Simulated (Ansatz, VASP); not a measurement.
# Two plane-wave programs on Sn3Sb2

File INCAR:

```
SYSTEM = Sn3Sb2
PREC = Accurate
ENCUT = 600
EDIFF = 1E-6
ISMEAR = 0
SIGMA = 0.1
LREAL = .False.
LASPH = .True.
NELM = 100
ALGO = Fast
ISIF = 3
LWAVE = .False.
LCHARG = .False.
GGA = PE
IBRION = 2
NSW = 90
EDIFFG = -0.04
```

The input KPOINTS:

```
regular mesh
0
Gamma
  6 6 6
  0 0 0
```

File POSCAR:

```
Sn3Sb2
1.0
    2.0322684599      1.1733307424      9.4205951912
   -2.0322684599      1.1733307424      9.4205951912
    0.0000000000     -2.3466614847      9.4205951912
Sn Sb
3 2
Direct
    0.0000000000      0.0000000000      0.0000000000
    0.2095000000      0.2095000000      0.2095000000
    0.7905000000      0.7905000000      0.7905000000
    0.4000000000      0.4000000000      0.4000000000
    0.6000000000      0.6000000000      0.6000000000
```

Input for Ansatz:

```yaml
crystal:
  lattice:
    - [2.0322684599, 1.1733307424, 9.4205951912]
    - [-2.0322684599, 1.1733307424, 9.4205951912]
    - [0.0, -2.3466614847, 9.4205951912]
  atoms:
    - { symbol: Sn, position: [0.0, 0.0, 0.0] }
    - { symbol: Sn, position: [0.2095, 0.2095, 0.2095] }
    - { symbol: Sn, position: [0.7905, 0.7905, 0.7905] }
    - { symbol: Sb, position: [0.4, 0.4, 0.4] }
    - { symbol: Sb, position: [0.6, 0.6, 0.6] }
basis:
  ecutwfc: 420
kpoints:
  mp_grid: { grid: [6, 6, 6] }
hamiltonian:
  xc: pbe
scf:
  occupations: { method: gaussian, width: 0.1 }
  lower_state_search: "off"
output:
  forces: true
  stress: true
  eigenvalues: true
relax:
  adjacent_minimum: "off"
  f_tol: 0.04
  max_steps: 70
  cell: { stress_tol: 0.4 }
```

Alike in both runs: task relaxation of cell and atoms; functional PBE; k mesh 6 × 6 × 6; occupations gaussian, width 0.1 eV; no spin polarisation.

```csv
,VASP,Ansatz
version,VASP 6.6.1,Ansatz 0.2.0
potentials or method,"VASP PAW PBE potentials, release 64 (Sn_d, Sb), cutoff 600 eV","scalar-relativistic, plane waves, PAW"
valence electrons in the cell,52,72
```

```tsv
	VASP	Ansatz	Ansatz less VASP
gap on the k mesh at the Fermi level, each at its own relaxed structure (eV)	none	none	-
relaxed volume (Å³/atom)	30.31	30.33	+0.026
relaxed cell length with the largest relative difference (Å)	9.319	9.356	+0.0366
```

A gap of «none» marks a metal or a gap that the smearing closes. VASP's potentials hold 52 valence electrons a cell and Ansatz's 72, so a difference there can come from the potentials and not from the codes.

Neither program's run includes spin-orbit coupling.
